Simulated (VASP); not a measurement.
# Br (Cmce) in VASP: further runs

The runs below take Br through single point, with PBE.

All numbers are computed with VASP 6.6.1; they aren't measurements. Logs are shortened: lines on timing, memory, paths and dates and some standing lists are left out, and cuts for length are marked.

**1. The cell of the first run**

It takes space group Cmce (No. 64, orthorhombic). Conventional cell: a = 6.550 Å, b = 4.686 Å, c = 8.550 Å, α = 90.00°, β = 90.00°, γ = 90.00°. Br (site symmetry m) has 1 Br at 2.10 Å within 2.8 Å.

**2. Single point, PBE**

INCAR reads:

```
SYSTEM = Br
PREC = Accurate
ENCUT = 520
EDIFF = 1E-6
ISMEAR = -1
SIGMA = 0.0464
LREAL = .FALSE.
LASPH = .TRUE.
NELM = 80
ALGO = Normal
ISIF = 2
LWAVE = .FALSE.
LCHARG = .FALSE.
GGA = PE
NBANDS = 22
```

KPOINTS reads:

```
Automatic mesh
0
G
  5 5 2
  0 0 0
```

POSCAR reads:

```
Br
1.0
    3.2751440000      2.3431070000      0.0000000000
    3.2751440000     -2.3431070000      0.0000000000
    0.0000000000      0.0000000000     -8.5497390000
Br
4
Direct
    0.1300000000      0.8700000000      0.9000000000
    0.3700000000      0.6300000000      0.4000000000
    0.8700000000      0.1300000000      0.1000000000
    0.6300000000      0.3700000000      0.6000000000
```

Potentials or basis: VASP PAW PBE potentials, release 64 (Br).

On the command line:

```bash
cat potpaw_PBE.64/Br/POTCAR > POTCAR
mpirun -np 1 vasp_std > vasp.out
```

OUTCAR:

```text
SYSTEM = Br
   PREC = Accurate
   ENCUT = 520
   EDIFF = 1E-6
   ISMEAR = -1
   LREAL = .FALSE.
   LASPH = .TRUE.
   NELM = 80
   ISIF = 2
   GGA = PE

 ion  position               nearest neighbor table
   1  0.130  0.870  0.900-   3 2.10
   2  0.370  0.630  0.400-   4 2.10
   3  0.870  0.130  0.100-   1 2.10
   4  0.630  0.370  0.600-   2 2.10

  LATTYP: Found a base centered orthorhombic cell.
 ALAT       =     4.6862140000
 B/A-ratio  =     1.3977782491
 C/A-ratio  =     1.8244448504

  Lattice vectors:

 A1 = (  -3.2751440000,   2.3431070000,   0.0000000000)
 A2 = (   3.2751440000,   2.3431070000,   0.0000000000)
 A3 = (   0.0000000000,   0.0000000000,  -8.5497390000)

Analysis of symmetry for initial positions (statically):
=====================================================================
 Subroutine PRICEL returns:
 Original cell was already a primitive cell.

 Routine SETGRP: Setting up the symmetry group for a
 base centered orthorhombic supercell.

 Subroutine GETGRP returns: Found  8 space group operations
 (whereof  4 operations were pure point group operations)
 out of a pool of  8 trial point group operations.

The static configuration has the point symmetry C_2h.
 The point group associated with its full space group is D_2h.

Analysis of symmetry for dynamics (positions and initial velocities):
=====================================================================
 Subroutine PRICEL returns:
 Original cell was already a primitive cell.

 Routine SETGRP: Setting up the symmetry group for a
 base centered orthorhombic supercell.

 Subroutine GETGRP returns: Found  8 space group operations
 (whereof  4 operations were pure point group operations)
 out of a pool of  8 trial point group operations.

The dynamic configuration has the point symmetry C_2h.
 The point group associated with its full space group is D_2h.

 Subroutine INISYM returns: Found  8 space group operations
 (whereof  4 operations are pure point group operations),
 and found     1 'primitive' translations

----------------------------------------------------------------------------------------

                                     Primitive cell

  volume of cell :     131.2216

  direct lattice vectors                    reciprocal lattice vectors
     3.275144000  2.343107000  0.000000000     0.152665043  0.213391877  0.000000000
     3.275144000 -2.343107000  0.000000000     0.152665043 -0.213391877  0.000000000
     0.000000000  0.000000000 -8.549739000     0.000000000  0.000000000 -0.116962635

  length of vectors
     4.026998713  4.026998713  8.549739000     0.262378941  0.262378941  0.116962635

  position of ions in fractional coordinates (direct lattice)
     0.130000000  0.870000000  0.900000000
     0.370000000  0.630000000  0.400000000
     0.870000000  0.130000000  0.100000000
     0.630000000  0.370000000  0.600000000

  ion indices of the primitive-cell ions
   primitive index   ion index
                 1           1
                 2           2
                 3           3
                 4           4

----------------------------------------------------------------------------------------

 KPOINTS: Automatic mesh

Automatic generation of k-mesh.
 Grid dimensions read from file:
 generate k-points for:    5    5    2

 Generating k-lattice:

  Cartesian coordinates                     Fractional coordinates (reciprocal lattice)
     0.030533009  0.042678375  0.000000000     0.200000000  0.000000000  0.000000000
     0.030533009 -0.042678375  0.000000000     0.000000000  0.200000000  0.000000000
     0.000000000  0.000000000 -0.058481317     0.000000000  0.000000000  0.500000000

  Length of vectors
     0.052475788  0.052475788  0.058481317

  Shift w.r.t. Gamma in fractional coordinates (k-lattice)
     0.000000000  0.000000000  0.000000000

 Subroutine IBZKPT returns following result:
 ===========================================

 Found     18 irreducible k-points:

 Following reciprocal coordinates:
            Coordinates               Weight
  0.000000  0.000000  0.000000      1.000000
  0.200000  0.000000  0.000000      4.000000
  0.400000  0.000000  0.000000      4.000000
  0.200000  0.200000  0.000000      2.000000
  0.400000  0.200000  0.000000      4.000000
 -0.400000  0.200000  0.000000      4.000000
[... 10 lines left out ...]
  0.400000  0.400000  0.500000      2.000000
 -0.400000  0.400000  0.500000      2.000000
   k-points           NKPTS =     18   k-points in BZ     NKDIM =     18   number of bands    NBANDS=     22
   number of dos      NEDOS =    301   number of ions     NIONS =      4
   total plane-waves  NPLWV =  57600
   dimension x,y,z NGX =    30 NGY =   30 NGZ =   64
   dimension x,y,z NGXF=    60 NGYF=   60 NGZF=  128
   ions per type =               4
   NGX,Y,Z   is equivalent  to a cutoff of  12.38, 12.38, 12.44 a.u.
   NGXF,Y,Z  is equivalent  to a cutoff of  24.77, 24.77, 24.89 a.u.
 SYSTEM =  Br
   PREC   = accura    normal or accurate (medium, high low for compatibility)
   ISTART =      0    job   : 0-new  1-cont  2-samecut
   ICHARG =      2    charge: 1-file 2-atom 10-const
   ISPIN  =      1    spin polarized calculation?
   LNONCOLLINEAR =      F non collinear calculations
   LSORBIT =      F    spin-orbit coupling
   LASPH  =      T    aspherical Exc in radial PAW
   ENCUT  =  520.0 eV  38.22 Ry    6.18 a.u.   7.49  7.49 15.90*2*pi/ulx,y,z
   NELM   =     80;   NELMIN=  2; NELMDL= -5     # of ELM steps
   EDIFF  = 0.1E-05   stopping-criterion for ELM
   LREAL  =      F    real-space projection
   EDIFFG = 0.1E-04   stopping-criterion for IOM
   NSW    =      0    number of steps for IOM
   IBRION =     -1    ionic relax: 0-MD 1-quasi-New 2-CG
   NFREE  =      0    steps in history (QN), initial steepest desc. (CG)
   ISIF   =      2    stress and relaxation
   ISYM   =      2    0-nonsym 1-usesym 2-fastsym
   POTIM  = 0.5000    time-step for ionic-motion
   TEBEG  =    0.0;   TEEND  =   0.0 temperature during run
   PSTRESS=    0.0 pullay stress
   NELECT =      28.0000    total number of electrons
   NUPDOWN=      -1.0000    fix difference up-down
   EMIN   =  10.00;   EMAX   =-10.00  energy-range for DOS
   EFERMI =   0.00;   METHOD = LEGACY
   ISMEAR =    -1;   SIGMA  =   0.05  broadening in eV -4-tet -1-fermi 0-gaus
   EFERMI_NEDOS =   21; number of points for ismear=-14 and -15
   IALGO  =     38    algorithm
   IMIX   =      4    mixing-type and parameters
     AMIX     =   0.40;   BMIX     =  1.00
     AMIX_MAG =   1.60;   BMIX_MAG =  1.00
  volume/ion in A,a.u.               =      32.81       221.38
  Fermi-wavevector in a.u.,A,eV,Ry     =   0.978271  1.848664 13.020960  0.957014
  Thomas-Fermi vector in A             =   2.109033
   LORBIT       =      0    0 simple, 1 ext, 2 COOP (PROOUT), +10 PAW based schemes
   GGA     = PE    functional components
   LHFCALC =     F    Hartree Fock is set to
   AEXX    =    0.0000 exact exchange contribution
   IVDW    =     0    specifies the selected vdW correction
   LEPSILON=     F    determine dielectric tensor
   LRPA    =     F    only Hartree local field effects (RPA)
 non-spin polarized calculation
  energy-cutoff  :      520.00
  volume of cell :      131.22
 maximum number of plane-waves:      3555
 NGX is ok and might be reduce to    30
   NGX = 15   NGY = 15   NGZ = 31

 number of electron      28.0000000 magnetization

 Free energy of the ion-electron system (eV)
  ---------------------------------------------------
  ext. energy  EPLUGINS =         0.00000000
  ---------------------------------------------------
  free energy    TOTEN  =        -5.33821651 eV

  energy without entropy =       -5.33821651  energy(sigma->0) =       -5.33821651

 E-fermi :   1.2910     XC(G=0):  -7.9392

 val. band max:        0.1964942348   @ k =  -0.4000   0.4000   0.0000
 cond. band min:       2.9119421384   @ k =   0.0000   0.0000   0.0000
 fundamental gap:      2.7154479036
 Fermi energy:         1.2909589210

 k-point     1 :       0.0000    0.0000    0.0000
  band No.  band energies     occupation
      1     -17.0042      2.00000
      2     -16.8100      2.00000
      3     -12.7232      2.00000
      4     -12.1381      2.00000
      5      -5.3869      2.00000
      6      -4.4140      2.00000
[... 14 lines left out ...]
     21       9.0751      0.00000
     22       9.4516      0.00000

 k-point     2 :       0.2000    0.0000    0.0000
  band No.  band energies     occupation
      1     -16.9385      2.00000
      2     -16.7786      2.00000
      3     -12.6749      2.00000
      4     -12.2081      2.00000
      5      -5.3862      2.00000
      6      -4.5216      2.00000
[... 14 lines left out ...]
     21       8.7549      0.00000
     22       9.6989      0.00000

 k-point     3 :       0.4000    0.0000    0.0000
  band No.  band energies     occupation
      1     -16.8087      2.00000
      2     -16.7458      2.00000
      3     -12.5502      2.00000
      4     -12.3766      2.00000
      5      -5.2884      2.00000
      6      -4.9092      2.00000
[... 14 lines left out ...]
     21       9.4911      0.00000
     22      10.4344      0.00000

 k-point     4 :       0.2000    0.2000    0.0000
  band No.  band energies     occupation
      1     -16.9275      2.00000
      2     -16.7513      2.00000
      3     -12.6622      2.00000
      4     -12.1488      2.00000
      5      -5.3336      2.00000
      6      -4.5004      2.00000
[... 14 lines left out ...]
     21       8.9125      0.00000
     22       9.1526      0.00000

 k-point     5 :       0.4000    0.2000    0.0000
  band No.  band energies     occupation
      1     -16.8314      2.00000
      2     -16.7038      2.00000
      3     -12.5859      2.00000
      4     -12.2355      2.00000
      5      -5.2816      2.00000
      6      -4.6733      2.00000
[... 267 lines left out ...]
 k-point    16 :      -0.2000    0.2000    0.5000
  band No.  band energies     occupation
      1     -16.8004      2.00000
      2     -16.8004      2.00000
      3     -12.4696      2.00000
      4     -12.4696      2.00000
      5      -4.9843      2.00000
      6      -4.9843      2.00000
[... 14 lines left out ...]
     21       9.6478      0.00000
     22       9.6478      0.00000

 k-point    17 :       0.4000    0.4000    0.5000
  band No.  band energies     occupation
      1     -16.7284      2.00000
      2     -16.7284      2.00000
      3     -12.3652      2.00000
      4     -12.3652      2.00000
      5      -4.9674      2.00000
      6      -4.9674      2.00000
[... 14 lines left out ...]
     21       9.4916      0.00000
     22       9.4916      0.00000

 k-point    18 :      -0.4000    0.4000    0.5000
  band No.  band energies     occupation
      1     -16.7113      2.00000
      2     -16.7113      2.00000
      3     -12.3907      2.00000
      4     -12.3907      2.00000
      5      -4.9565      2.00000
      6      -4.9565      2.00000
[... 14 lines left out ...]
     21       9.3326      0.00000
     22       9.3326      0.00000

------------------------ aborting loop because EDIFF is reached ----------------------------------------

  FORCE on cell =-STRESS in cart. coord.  units (eV):
  Direction    XX          YY          ZZ          XY          YZ          ZX
  --------------------------------------------------------------------------------------
  -------------------------------------------------------------------------------------
  Total        1.1130592      7.6962515     14.5719038      0.0000000     -0.0000000      0.0000000
  in kB       13.5901254     93.9689683    177.9186620      0.0000000     -0.0000000      0.0000000
  external PRESSURE =      95.1592519 kB  Pullay stress =       0.0000000 kB

 VOLUME and BASIS-vectors are now :
 -----------------------------------------------------------------------------
  energy-cutoff  :      520.00
  volume of cell :      131.22
      direct lattice vectors                 reciprocal lattice vectors
     3.275144000  2.343107000  0.000000000     0.152665043  0.213391877  0.000000000
     3.275144000 -2.343107000  0.000000000     0.152665043 -0.213391877  0.000000000
     0.000000000  0.000000000 -8.549739000     0.000000000  0.000000000 -0.116962635

 POSITION                                       TOTAL-FORCE (eV/Angst)
 -----------------------------------------------------------------------------------
      3.27514     -1.73390     -7.69477         0.000000      2.855982      4.140833
      3.27514     -0.60921     -3.41990         0.000000     -2.855982      4.140833
      3.27514      1.73390     -0.85497         0.000000     -2.855982     -4.140833
      3.27514      0.60921     -5.12984         0.000000      2.855982     -4.140833
 -----------------------------------------------------------------------------------
    total drift:                                0.000000     -0.000000     -0.000000

  FREE ENERGIE OF THE ION-ELECTRON SYSTEM (eV)
  ---------------------------------------------------
  free  energy   TOTEN  =        -5.3382165109 eV

  energy  without entropy=       -5.3382165108  energy(sigma->0) =       -5.33821651
```

Wall time 75 s (1 thread of Intel Xeon 8259CL, shared host); peak memory 0.23 GiB.

Results:

```yaml
Free_energy: -5.3382 eV
Pressure: 9.5 GPa
Largest_force: 5.030 eV/Å
Band_gap_on_the_k_mesh: 2.72 eV (least direct gap 2.77 eV)
```

Forces in eV/Å, atoms in the order of the input:
```
Br   0.000  2.856  4.141
Br   0.000 -2.856  4.141
Br   0.000 -2.856 -4.141
Br   0.000  2.856 -4.141
```

Caveat: the cell stands under pressure; this functional lacks dispersion, which holds the molecules together, so the pressure and a relaxed volume are unreliable; an odd mesh through Γ misses points on the zone boundary, where band edges can lie; forces of over 1 eV/Å act on the atoms, so gaps and moduli don't describe the material at rest.

**3. Single point, PBE**

INCAR reads:

```
ALGO = Normal ; EDIFF = 1E-6
ENCUT = 520 ; GGA = PE
ISIF = 2 ; ISMEAR = -1
LASPH = True ; LCHARG = True
LELF = True ; LREAL = False
LVHAR = True ; LWAVE = False
NBANDS = 22 ; NELM = 80
PREC = Accurate ; SIGMA = 0.0464
```

KPOINTS reads:

```
k-points
0
Gamma
  5 5 2
```

POSCAR is that of step 2.

Potentials or basis: VASP PAW PBE potentials, release 64 (Br).

On the command line:

```bash
cat potpaw_PBE.64/Br/POTCAR > POTCAR
mpirun -np 1 vasp_std > vasp.out
```

Run time: 81 s. Hardware: 1 thread of Intel Xeon 8259CL, shared host; peak memory 0.23 GiB.

The run converged. Its results:

```yaml
Free_energy: -5.3382 eV
Pressure: 9.5 GPa
Largest_force: 5.030 eV/Å
Band_gap_on_the_k_mesh: 2.72 eV (least direct gap 2.77 eV)
```

Forces in eV/Å, atoms in the order of the input:
```
Br   0.000  2.856  4.141
Br   0.000 -2.856  4.141
Br   0.000 -2.856 -4.141
Br   0.000  2.856 -4.141
```

Stress tensor (GPa, compression positive):
```
 1.36  0.00  0.00
 0.00  9.40  0.00
 0.00  0.00 17.79
```

Levels at points of the mesh, in eV from the valence-band top:
| k point | band 11 | band 12 | band 13 | band 14 | band 15 | band 16 | band 17 | band 18 |
| --- | --- | --- | --- | --- | --- | --- | --- | --- |
| (0.00, 0.00, 0.00) | -0.89 | -0.51 | -0.19 | -0.06 | 2.72 | 3.54 | 5.75 | 6.31 |
| (0.00, 0.00, 0.50) | -0.83 | -0.83 | -0.12 | -0.12 | 2.89 | 2.89 | 6.52 | 6.52 |

Caveat: the cell stands under pressure; this functional lacks dispersion, which holds the molecules together, so the pressure and a relaxed volume are unreliable; an odd mesh through Γ misses points on the zone boundary, where band edges can lie; forces of over 1 eV/Å act on the atoms, so gaps and moduli don't describe the material at rest.
